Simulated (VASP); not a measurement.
# Pb (Fm-3m) in VASP: single point with PBE

Aim: the single point of Pb with PBE.

Everything below comes from runs of VASP 6.6.1. Logs are shortened: lines on timing, memory, paths and dates and some standing lists are left out, and cuts for length are marked.

## Step 1: The cell of the first run

It takes space group Fm-3m (No. 225, cubic). Conventional cell: a = 5.043 Å, b = 5.043 Å, c = 5.043 Å, α = 90.00°, β = 90.00°, γ = 90.00°. Within 4.7 Å of Pb (site symmetry m-3m) lie 12 Pb at 3.57 Å.

## Step 2: Single point, PBE, non-collinear spin, zero start, spin-orbit coupling

INCAR

```
SYSTEM = Pb
PREC     = Accurate       ! precision mode
ENCUT    = 520            ! plane-wave cutoff, eV
EDIFF    = 1E-6           ! SCF threshold, eV
ISMEAR   = -1             ! smearing method
SIGMA    = 0.05           ! smearing width, eV
LREAL    = .FALSE.        ! projectors in reciprocal space
LASPH    = .TRUE.         ! aspherical terms in the spheres
NELM     = 150            ! most SCF steps
ALGO     = Normal         ! electronic algorithm
ISIF     = 2              ! what is computed and relaxed
LWAVE    = .FALSE.        ! write WAVECAR
LCHARG   = .TRUE.         ! write CHGCAR
MAGMOM   = 0 0 0          ! initial moments
LORBIT   = 11             ! projections on sites
LSORBIT  = .TRUE.         ! spin-orbit coupling
GGA_COMPAT= .FALSE.      
LORBMOM  = .TRUE.       
GGA      = PE             ! functional
LVHAR    = .TRUE.       
NBANDS   = 25             ! bands
```

KPOINTS

```
regular mesh
0
G
  14 14 14
  0 0 0
```

POSCAR

```
Pb
1.0
    0.0000000000      2.5214169586      2.5214169586
    2.5214169586      0.0000000000      2.5214169586
    2.5214169586      2.5214169586      0.0000000000
Pb
1
Direct
    0.0000000000      0.0000000000      0.0000000000
```

Potentials or basis: VASP PAW PBE potentials, release 64 (Pb_d).

Started as:

```bash
$ cat potpaw_PBE.64/Pb_d/POTCAR > POTCAR
$ mpirun -np 1 vasp_ncl > vasp.out
```

OUTCAR:

```text
SYSTEM = Pb
   PREC = Accurate
   ENCUT = 520
   EDIFF = 1E-6
   ISMEAR = -1
   LREAL = .FALSE.
   LASPH = .TRUE.
   NELM = 150
   ISIF = 2
   LORBIT = 11
   LSORBIT = .TRUE.
   GGA = PE

 ion  position               nearest neighbor table
   1  0.000  0.000  0.000-

  LATTYP: Found a face centered cubic cell.
 ALAT       =     5.0428339172

  Lattice vectors:

 A1 = (   0.0000000000,   2.5214169586,   2.5214169586)
 A2 = (   2.5214169586,   0.0000000000,   2.5214169586)
 A3 = (   2.5214169586,   2.5214169586,   0.0000000000)

Analysis of symmetry for initial positions (statically):
=====================================================================
 Subroutine PRICEL returns:
 Original cell was already a primitive cell.

 Routine SETGRP: Setting up the symmetry group for a
 face centered cubic supercell.

 Subroutine GETGRP returns: Found 48 space group operations
 (whereof 48 operations were pure point group operations)
 out of a pool of 48 trial point group operations.

The static configuration has the point symmetry O_h .

Analysis of symmetry for dynamics (positions and initial velocities):
=====================================================================
 Subroutine PRICEL returns:
 Original cell was already a primitive cell.

 Routine SETGRP: Setting up the symmetry group for a
 face centered cubic supercell.

 Subroutine GETGRP returns: Found 48 space group operations
 (whereof 48 operations were pure point group operations)
 out of a pool of 48 trial point group operations.

The dynamic configuration has the point symmetry O_h .

Analysis of structural, dynamic, and magnetic symmetry:
=====================================================================
 Subroutine PRICEL returns:
 Original cell was already a primitive cell.

 Routine SETGRP: Setting up the symmetry group for a
 face centered cubic supercell.

 Subroutine GETGRP returns: Found 48 space group operations
 (whereof 48 operations were pure point group operations)
 out of a pool of 48 trial point group operations.

The overall configuration has the point symmetry O_h .

 Subroutine INISYM returns: Found 48 space group operations
 (whereof 48 operations are pure point group operations),
 and found     1 'primitive' translations

----------------------------------------------------------------------------------------

                                     Primitive cell

  volume of cell :      32.0600

  direct lattice vectors                    reciprocal lattice vectors
     0.000000000  2.521416959  2.521416959    -0.198301197  0.198301197  0.198301197
     2.521416959  0.000000000  2.521416959     0.198301197 -0.198301197  0.198301197
     2.521416959  2.521416959  0.000000000     0.198301197  0.198301197 -0.198301197

  length of vectors
     3.565822059  3.565822059  3.565822059     0.343467748  0.343467748  0.343467748

  position of ions in fractional coordinates (direct lattice)
     0.000000000  0.000000000  0.000000000

  ion indices of the primitive-cell ions
   primitive index   ion index
                 1           1

----------------------------------------------------------------------------------------

 KPOINTS: regular mesh

Automatic generation of k-mesh.
 Grid dimensions read from file:
 generate k-points for:   14   14   14

 Generating k-lattice:

  Cartesian coordinates                     Fractional coordinates (reciprocal lattice)
    -0.014164371  0.014164371  0.014164371     0.071428571  0.000000000  0.000000000
     0.014164371 -0.014164371  0.014164371     0.000000000  0.071428571  0.000000000
     0.014164371  0.014164371 -0.014164371     0.000000000  0.000000000  0.071428571

  Length of vectors
     0.024533411  0.024533411  0.024533411

[... 43 lines left out ...]
 SYSTEM =  Pb
   PREC   = accura    normal or accurate (medium, high low for compatibility)
   ISTART =      0    job   : 0-new  1-cont  2-samecut
   ICHARG =      2    charge: 1-file 2-atom 10-const
   ISPIN  =      1    spin polarized calculation?
   LNONCOLLINEAR =      T non collinear calculations
   LSORBIT =      T    spin-orbit coupling
   LASPH  =      T    aspherical Exc in radial PAW
   ENCUT  =  520.0 eV  38.22 Ry    6.18 a.u.   6.63  6.63  6.63*2*pi/ulx,y,z
   NELM   =    150;   NELMIN=  2; NELMDL= -5     # of ELM steps
   EDIFF  = 0.1E-05   stopping-criterion for ELM
   LREAL  =      F    real-space projection
   EDIFFG = 0.1E-04   stopping-criterion for IOM
   NSW    =      0    number of steps for IOM
   IBRION =     -1    ionic relax: 0-MD 1-quasi-New 2-CG
   NFREE  =      0    steps in history (QN), initial steepest desc. (CG)
   ISIF   =      2    stress and relaxation
   ISYM   =      2    0-nonsym 1-usesym 2-fastsym
   POTIM  = 0.5000    time-step for ionic-motion
   TEBEG  =    0.0;   TEEND  =   0.0 temperature during run
   PSTRESS=    0.0 pullay stress
   NELECT =      14.0000    total number of electrons
   NUPDOWN=      -1.0000    fix difference up-down
   EMIN   =  10.00;   EMAX   =-10.00  energy-range for DOS
   EFERMI =   0.00;   METHOD = LEGACY
   ISMEAR =    -1;   SIGMA  =   0.05  broadening in eV -4-tet -1-fermi 0-gaus
   EFERMI_NEDOS =   21; number of points for ismear=-14 and -15
   IALGO  =     38    algorithm
   IMIX   =      4    mixing-type and parameters
     AMIX     =   0.40;   BMIX     =  1.00
     AMIX_MAG =   1.60;   BMIX_MAG =  1.00
  volume/ion in A,a.u.               =      32.06       216.35
  Fermi-wavevector in a.u.,A,eV,Ry     =   1.242023  2.347082 20.988622  1.542620
  Thomas-Fermi vector in A             =   2.376395
   LORBIT       =     11    0 simple, 1 ext, 2 COOP (PROOUT), +10 PAW based schemes
   GGA     = PE    functional components
   LHFCALC =     F    Hartree Fock is set to
   AEXX    =    0.0000 exact exchange contribution
   IVDW    =     0    specifies the selected vdW correction
   LEPSILON=     F    determine dielectric tensor
   LRPA    =     F    only Hartree local field effects (RPA)
  energy-cutoff  :      520.00
  volume of cell :       32.06
 maximum number of plane-waves:      1772
   NGX = 13   NGY = 13   NGZ = 13

 number of electron      14.0000003 magnetization      -0.0000000     -0.0000000     -0.0000000

 number of electron      14.0000003 magnetization       0.0000000      0.0000000      0.0000000

 Free energy of the ion-electron system (eV)
  ---------------------------------------------------
  ext. energy  EPLUGINS =         0.00000000
  ---------------------------------------------------
  free energy    TOTEN  =        -4.11103990 eV

  energy without entropy =       -4.10821315  energy(sigma->0) =       -4.10962653

 E-fermi :   6.6103     XC(G=0):  -9.8973

 val. band max:        6.5626502795   @ k =  -0.4286   0.3571   0.0714
 cond. band min:       6.7123051268   @ k =  -0.2857   0.2857   0.0714
 fundamental gap:      0.1496548473
 Fermi energy:         6.6102734204

 k-point     1 :       0.0000    0.0000    0.0000
  band No.  band energies     occupation
      1     -11.7685      1.00000
      2     -11.7685      1.00000
      3     -11.7685      1.00000
      4     -11.7685      1.00000
      5      -9.2762      1.00000
      6      -9.2762      1.00000
[... 661 lines left out ...]
     24      19.7783      0.00000
     25      20.7961      0.00000

 [... further k-points ...]

------------------------ aborting loop because EDIFF is reached ----------------------------------------

  FORCE on cell =-STRESS in cart. coord.  units (eV):
  Direction    XX          YY          ZZ          XY          YZ          ZX
  --------------------------------------------------------------------------------------
  -------------------------------------------------------------------------------------
  Total        0.0057809      0.0057809      0.0057809     -0.0000000      0.0000000     -0.0000000
  in kB        0.2888971      0.2888971      0.2888971     -0.0000000      0.0000000     -0.0000000
  external PRESSURE =       0.2888971 kB  Pullay stress =       0.0000000 kB

 VOLUME and BASIS-vectors are now :
 -----------------------------------------------------------------------------
  energy-cutoff  :      520.00
  volume of cell :       32.06
      direct lattice vectors                 reciprocal lattice vectors
     0.000000000  2.521416959  2.521416959    -0.198301197  0.198301197  0.198301197
     2.521416959  0.000000000  2.521416959     0.198301197 -0.198301197  0.198301197
     2.521416959  2.521416959  0.000000000     0.198301197  0.198301197 -0.198301197

 POSITION                                       TOTAL-FORCE (eV/Angst)
 -----------------------------------------------------------------------------------
      0.00000      0.00000      0.00000         0.000000      0.000000     -0.000000
 -----------------------------------------------------------------------------------
    total drift:                               -0.000000     -0.000000     -0.000000

  FREE ENERGIE OF THE ION-ELECTRON SYSTEM (eV)
  ---------------------------------------------------
  free  energy   TOTEN  =        -4.1110398965 eV

  energy  without entropy=       -4.1082131544  energy(sigma->0) =       -4.10962653

 orbital moment (x)

 # of ion     p       d       tot
 ----------------------------------------
  1        -0.000  -0.000  -0.000
 ----------------------------------------
           -0.000  -0.000  -0.000

 orbital moment (y)

 # of ion     p       d       tot
 ----------------------------------------
  1         0.000   0.000   0.000
 ----------------------------------------
            0.000   0.000   0.000

 orbital moment (z)

 # of ion     p       d       tot
 ----------------------------------------
  1        -0.000   0.000  -0.000
 ----------------------------------------
           -0.000   0.000  -0.000

 Spin-Orbit-Coupling matrix elements

 Ion:    1  E_soc:     -1.1400219
 l=   1
     0.0000000    -0.1225615    -0.1225615
    -0.1225615     0.0000000    -0.1225615
    -0.1225615    -0.1225615     0.0000000
 l=   2
     0.0000000    -0.0135610     0.0000000    -0.0135610    -0.0538812
    -0.0135610     0.0000000    -0.0404109    -0.0135610    -0.0134703
     0.0000000    -0.0404109     0.0000000    -0.0404109     0.0000000
    -0.0135610    -0.0135610    -0.0404109     0.0000000    -0.0134703
    -0.0538812    -0.0134703     0.0000000    -0.0134703     0.0000000
 l=   3
     0.0000000     0.0000000     0.0000000     0.0000000     0.0000000     0.0000000     0.0000000
     0.0000000     0.0000000     0.0000000     0.0000000     0.0000000     0.0000000     0.0000000
     0.0000000     0.0000000     0.0000000     0.0000000     0.0000000     0.0000000     0.0000000
     0.0000000     0.0000000     0.0000000     0.0000000     0.0000000     0.0000000     0.0000000
     0.0000000     0.0000000     0.0000000     0.0000000     0.0000000     0.0000000     0.0000000
     0.0000000     0.0000000     0.0000000     0.0000000     0.0000000     0.0000000     0.0000000
     0.0000000     0.0000000     0.0000000     0.0000000     0.0000000     0.0000000     0.0000000

 total charge

# of ion       s       p       d       tot
------------------------------------------
    1        1.399   0.737   9.808  11.945

 magnetization (x)

# of ion       s       p       d       tot
------------------------------------------
    1       -0.000  -0.000  -0.000  -0.000

 magnetization (y)

# of ion       s       p       d       tot
------------------------------------------
    1        0.000  -0.000  -0.000  -0.000

 magnetization (z)

# of ion       s       p       d       tot
------------------------------------------
    1        0.000   0.000  -0.000   0.000
```

Run time: 1.7 min. Hardware: 1 thread of AMD EPYC 9R45 (Zen 5), shared host; peak memory 0.28 GiB.

Results:

- Free energy: -4.1110 eV
- Pressure: 0.0 GPa
- Net moment: 0.00 μB per cell
- Valence electrons inside the program's atomic spheres: Pb 11.95

Moments on the atoms (μB; x, y, z):
```
Pb  0.00 0.00 0.00
```
